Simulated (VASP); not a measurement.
# Rh (P6_3/mmc) in VASP: further runs, part 2 of 2

VASP 6.6.1.

## Step 4: Single point, PBEsol (strain +0.015 along x and y, -0.030 along z)

Input file INCAR:

```
  PREC = Accurate
  ENCUT = 500
  EDIFF = 1E-6
  ISMEAR = 0
  SIGMA = 0.15
  LREAL = False
  LASPH = True
  NELM = 120
  ALGO = Normal
  ISIF = 2
  LWAVE = False
  LCHARG = True
  GGA = PS
  LELF = True
  LVHAR = True
  NBANDS = 22
  GGA_COMPAT = False
```

Input file KPOINTS:

```
Automatic mesh
0
Gamma
  18 18 12
```

Input file POSCAR:

```
Rh
1.0
    2.7719437279      0.0000000000      0.0000000000
   -1.3859718639      2.4005736862      0.0000000000
    0.0000000000      0.0000000000      4.2956343300
Rh
2
Direct
    0.6666666667      0.3333333333      0.7500000000
    0.3333333333      0.6666666667      0.2500000000
```

Command:

```console
> cat potpaw_PBE.64/Rh_pv/POTCAR > POTCAR
> mpirun -np 1 vasp_std > vasp.out
```

It took 2.5 min on 1 thread of Intel Xeon 8259CL, shared host; peak memory 0.23 GiB.

Results (log left out):

- Free energy: -16.1288 eV
- Pressure: -12.9 GPa
- Band gap on the k mesh: zero (bands 15 and 16 overlap by 2.20 eV)

Stress tensor (GPa, compression positive):
```
-15.85   0.00   0.00
  0.00 -15.85   0.00
  0.00   0.00  -7.13
```

Levels at points of the mesh, in eV from the Fermi level:
```tsv
k point	band 12	band 13	band 14	band 15	band 16	band 17	band 18	band 19
(0.00, 0.00, 0.00)	-2.33	-2.33	-2.11	-2.11	0.10	0.10	1.11	8.80
(0.50, 0.00, 0.00)	-2.23	-1.97	0.19	0.55	0.71	2.76	4.73	10.10
(0.00, 0.00, 0.50)	-3.10	-2.93	-2.93	-0.41	-0.41	-0.41	-0.41	14.90
(0.50, 0.00, 0.50)	-1.74	-0.34	-0.34	0.42	0.42	2.51	2.51	8.80
```

Caveat: the cell differs from its parent crystal (strain +0.015 along x and y, -0.030 along z); the cell stands under tension; the PAW data sets were made with another functional, which shifts forces and pressure a little.

## Step 5: Single point, PBEsol (strain +0.000 along x and y, +0.015 along z)

Input file INCAR:

```
SYSTEM = Rh
ALGO = Normal
EDIFF = 1E-6
ENCUT = 500
GGA = PS
GGA_COMPAT = .FALSE.
ISIF = 2
ISMEAR = 0
LASPH = .TRUE.
LCHARG = .TRUE.
LELF = .TRUE.
LREAL = .FALSE.
LVHAR = .TRUE.
LWAVE = .FALSE.
NBANDS = 22
NELM = 120
PREC = Accurate
SIGMA = 0.15
```

Input file KPOINTS:

```
k-points
0
G
  18 18 12
  0 0 0
```

Input file POSCAR:

```
Rh
1.0
    2.7309790422      0.0000000000      0.0000000000
   -1.3654895211      2.3650972278      0.0000000000
    0.0000000000      0.0000000000      4.4949163350
Rh
2
Direct
    0.6666666667      0.3333333333      0.7500000000
    0.3333333333      0.6666666667      0.2500000000
```

Potentials or basis: VASP PAW PBE potentials, release 64 (Rh_pv).

Command:

```console
> cat potpaw_PBE.64/Rh_pv/POTCAR > POTCAR
> mpirun -np 1 vasp_std > vasp.out
```

OUTCAR:

```text
SYSTEM = Rh
   EDIFF = 1E-6
   ENCUT = 500
   GGA = PS
   ISIF = 2
   ISMEAR = 0
   LASPH = .TRUE.
   LREAL = .FALSE.
   NELM = 120
   PREC = Accurate

 ion  position               nearest neighbor table
   1  0.667  0.333  0.750-   2 2.75   2 2.75   2 2.75   2 2.75   2 2.75   2 2.75
   2  0.333  0.667  0.250-   1 2.75   1 2.75   1 2.75   1 2.75   1 2.75   1 2.75

  LATTYP: Found a hexagonal cell.
 ALAT       =     2.7309790422
 C/A-ratio  =     1.6458992418

  Lattice vectors:

 A1 = (   2.7309790422,   0.0000000000,   0.0000000000)
 A2 = (  -1.3654895211,   2.3650972278,   0.0000000000)
 A3 = (   0.0000000000,   0.0000000000,   4.4949163350)

Analysis of symmetry for initial positions (statically):
=====================================================================
 Subroutine PRICEL returns:
 Original cell was already a primitive cell.

 Routine SETGRP: Setting up the symmetry group for a
 hexagonal supercell.

 Subroutine GETGRP returns: Found 24 space group operations
 (whereof 12 operations were pure point group operations)
 out of a pool of 24 trial point group operations.

The static configuration has the point symmetry D_3d.
 The point group associated with its full space group is D_6h.
[... 160 lines left out ...]

  energy without entropy =      -16.05984888  energy(sigma->0) =      -16.07974757

 E-fermi :  10.8586     XC(G=0): -13.8694

 val. band max:       10.8577487126   @ k =   0.3889  -0.0000   0.3333
 cond. band min:      10.8605734381   @ k =   0.3333   0.2778   0.3333
 fundamental gap:      0.0028247256
 Fermi energy:        10.8586036653

 k-point     1 :       0.0000    0.0000    0.0000
  band No.  band energies     occupation
      1     -36.0461      2.00000
      2     -35.5175      2.00000
      3     -35.5175      2.00000
      4     -35.4493      2.00000
      5     -35.4360      2.00000
      6     -35.4360      2.00000
[... 589 lines left out ...]
     21      22.5560      0.00000
     22      25.2329      0.00000

 [... further k-points ...]

------------------------ aborting loop because EDIFF is reached ----------------------------------------

  FORCE on cell =-STRESS in cart. coord.  units (eV):
  Direction    XX          YY          ZZ          XY          YZ          ZX
  --------------------------------------------------------------------------------------
  -------------------------------------------------------------------------------------
  Total       -2.7432867     -2.7432867     -3.6198459      0.0000000      0.0000000      0.0000000
  in kB     -151.3884712   -151.3884712   -199.7614546      0.0000000      0.0000000      0.0000000
  external PRESSURE =    -167.5127990 kB  Pullay stress =       0.0000000 kB

 VOLUME and BASIS-vectors are now :
 -----------------------------------------------------------------------------
  energy-cutoff  :      500.00
  volume of cell :       29.03
      direct lattice vectors                 reciprocal lattice vectors
     2.730979042  0.000000000  0.000000000     0.366169049  0.211407799  0.000000000
    -1.365489521  2.365097228  0.000000000     0.000000000  0.422815599  0.000000000
     0.000000000  0.000000000  4.494916335     0.000000000  0.000000000  0.222473551

 POSITION                                       TOTAL-FORCE (eV/Angst)
 -----------------------------------------------------------------------------------
      1.36549      0.78837      3.37119         0.000000      0.000000      0.000000
     -0.00000      1.57673      1.12373        -0.000000      0.000000      0.000000
 -----------------------------------------------------------------------------------
    total drift:                                0.000000     -0.000000      0.000000

  FREE ENERGIE OF THE ION-ELECTRON SYSTEM (eV)
  ---------------------------------------------------
  free  energy   TOTEN  =       -16.0996462655 eV

  energy  without entropy=      -16.0598488802  energy(sigma->0) =      -16.07974757
```

stdout:

```text
POSCAR found type information on POSCAR Rh
 POSCAR found :  1 types and       2 ions
 scaLAPACK will be used
 -----------------------------------------------------------------------------
|                                                                             |
|                                                                             |
|     You enforced a specific xc type in the INCAR file but a different       |
|     I HOPE YOU KNOW WHAT YOU ARE DOING!                                     |
|                                                                             |
 -----------------------------------------------------------------------------

 LDA part: xc-table for (Slater+PW92), standard interpolation
 POSCAR, INCAR and KPOINTS ok, starting setup
 FFT: planning ... GRIDC
 FFT: planning ... GRID_SOFT
 FFT: planning ... GRID
 WAVECAR not read
 entering main loop
```

It took 2.7 min on 1 thread of Intel Xeon 8259CL, shared host; peak memory 0.24 GiB.

Results:

- Free energy: -16.0996 eV
- Pressure: -16.8 GPa
- Band gap on the k mesh: zero (bands 15 and 16 overlap by 2.28 eV)

Levels at points of the mesh, in eV from the Fermi level:
```csv
k point,band 13,band 14,band 15,band 16,band 17,band 18
"(0.00, 0.00, 0.00)",-2.33,-1.64,-1.64,0.15,0.15,0.56
"(0.50, 0.00, 0.00)",-1.96,0.48,0.54,0.73,2.89,4.89
"(0.00, 0.00, 0.50)",-2.86,-2.86,-0.39,-0.39,-0.39,-0.39
"(0.50, 0.00, 0.50)",-0.27,-0.27,0.63,0.63,2.57,2.57
```

Caveat: the cell differs from its parent crystal (strain +0.000 along x and y, +0.015 along z); the cell stands under tension; the PAW data sets were made with another functional, which shifts forces and pressure a little.

## Step 6: Single point, PBEsol (strain +0.000 along x and y, +0.030 along z)

Input file INCAR:

```
  PREC = Accurate
  ENCUT = 500
  EDIFF = 1E-6
  ISMEAR = 0
  SIGMA = 0.15
  LREAL = False
  LASPH = True
  NELM = 120
  ALGO = Normal
  ISIF = 2
  LWAVE = False
  LCHARG = False
  GGA = PS
  NBANDS = 22
  GGA_COMPAT = False
```

Input file KPOINTS:

```
regular mesh
0
Gamma
  18 18 12
```

POSCAR, as its differences from that of step 5:

```diff
@@ -4,3 +4,3 @@
    -1.3654895211      2.3650972278      0.0000000000
-    0.0000000000      0.0000000000      4.4949163350
+    0.0000000000      0.0000000000      4.5613436700
 Rh
```

Potentials or basis: VASP PAW PBE potentials, release 64 (Rh_pv).

Command:

```console
> cat potpaw_PBE.64/Rh_pv/POTCAR > POTCAR
> mpirun -np 1 vasp_std > vasp.out
```

It took 2.5 min on 1 thread of Intel Xeon 8259CL, shared host; peak memory 0.24 GiB.

Results (log left out):

```
Free energy            : -16.0405 eV
Pressure               : -19.4 GPa
Band gap on the k mesh : zero (bands 15 and 16 overlap by 2.27 eV)
```

Stress tensor (GPa, compression positive):
```
-16.96   0.00   0.00
  0.00 -16.96   0.00
  0.00   0.00 -24.35
```

Levels at points of the mesh, in eV from the Fermi level:
| k point | band 11 | band 12 | band 13 | band 14 | band 15 | band 16 | band 17 | band 18 | band 19 | band 20 |
| --- | --- | --- | --- | --- | --- | --- | --- | --- | --- | --- |
| (0.00, 0.00, 0.00) | -2.71 | -2.30 | -2.30 | -1.50 | -1.50 | 0.16 | 0.16 | 0.46 | 7.49 | 16.02 |
| (0.50, 0.00, 0.00) | -2.56 | -2.12 | -1.86 | 0.49 | 0.54 | 0.77 | 2.89 | 4.88 | 9.72 | 10.00 |
| (0.00, 0.00, 0.50) | -2.76 | -2.76 | -2.76 | -2.76 | -0.36 | -0.36 | -0.36 | -0.36 | 13.97 | 13.97 |
| (0.50, 0.00, 0.50) | -1.38 | -1.38 | -0.24 | -0.24 | 0.67 | 0.67 | 2.57 | 2.57 | 8.74 | 8.74 |

Caveat: the cell differs from its parent crystal (strain +0.000 along x and y, +0.030 along z); the cell stands under tension; the PAW data sets were made with another functional, which shifts forces and pressure a little.

## Step 7: Summary

```csv
cell,gap on the mesh (eV),pressure (GPa)
"a = 2.690, b = 2.690, c = 4.495 Å, angles 90.0, 90.0, 120.0°, 2 atoms",none,-9.9
"a = 2.690, b = 2.690, c = 4.561 Å, angles 90.0, 90.0, 120.0°, 2 atoms",none,-13.0
"a = 2.772, b = 2.772, c = 4.296 Å, angles 90.0, 90.0, 120.0°, 2 atoms",none,-12.9
"a = 2.731, b = 2.731, c = 4.495 Å, angles 90.0, 90.0, 120.0°, 2 atoms",none,-16.8
"a = 2.731, b = 2.731, c = 4.561 Å, angles 90.0, 90.0, 120.0°, 2 atoms",none,-19.4
```

Alike in all rows: task single point; level PBEsol; potentials or basis VASP PAW PBE potentials, release 64 (Rh_pv); no spin polarisation; k mesh 18 × 18 × 12; cutoff (eV) 500; smearing gaussian 0.15 eV.

Caveats: the cell stands under tension; the PAW data sets were made with another functional, which shifts forces and pressure a little.

Absolute energies hang on the potentials; compare differences alone.
